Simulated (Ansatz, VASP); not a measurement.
## Two plane-wave programs on Se

```
CELL_PARAMETERS angstrom
6.93689 4.00501 2.25010
-6.93689 4.00501 2.25010
0.00000 -8.01003 2.25010
ATOMIC_POSITIONS crystal
Se 0.21326 0.10878 0.91082
Se 0.91082 0.21326 0.10878
Se 0.10878 0.91082 0.21326
Se 0.78674 0.89122 0.08918
Se 0.08918 0.78674 0.89122
Se 0.89122 0.08918 0.78674
```

Alike in both runs: functional revPBE; k mesh 4 × 4 × 4; occupations fermi-dirac, width 0.05 eV; no spin polarisation.

Ansatz relaxed the structure, and its values are those at the end. VASP's run is a single point on that final structure, the one shown.

```csv
,VASP,Ansatz
version,VASP 6.6.1,Ansatz 0.2.0
potentials or method,"VASP PAW PBE potentials, release 64 (Se), cutoff 520 eV","plane waves (420 eV) with PAW, scalar-relativistic"
valence electrons in the cell,36,96
```

Ansatz gave:

| Item | Value |
| --- | --- |
| gap on the k mesh at the Fermi level (eV) | 2.08 |
| pressure (GPa) | 0.0 |
| rms of the force components (eV/Å) | 0.006 |

**Question.** Estimate VASP's values.

**Answer.** gap on the k mesh at the Fermi level (eV): 2.07; pressure (GPa): 0.0; rms of the force components (eV/Å): 0.010.

VASP's potentials were made for PBE, not for revPBE. The functional is the same, so the differences come from potentials, cutoffs and numerics. VASP's potentials hold 36 valence electrons a cell and Ansatz's 96, so a difference there can come from the potentials and not from the codes. Ansatz's warnings: xc potential rough in thin density.
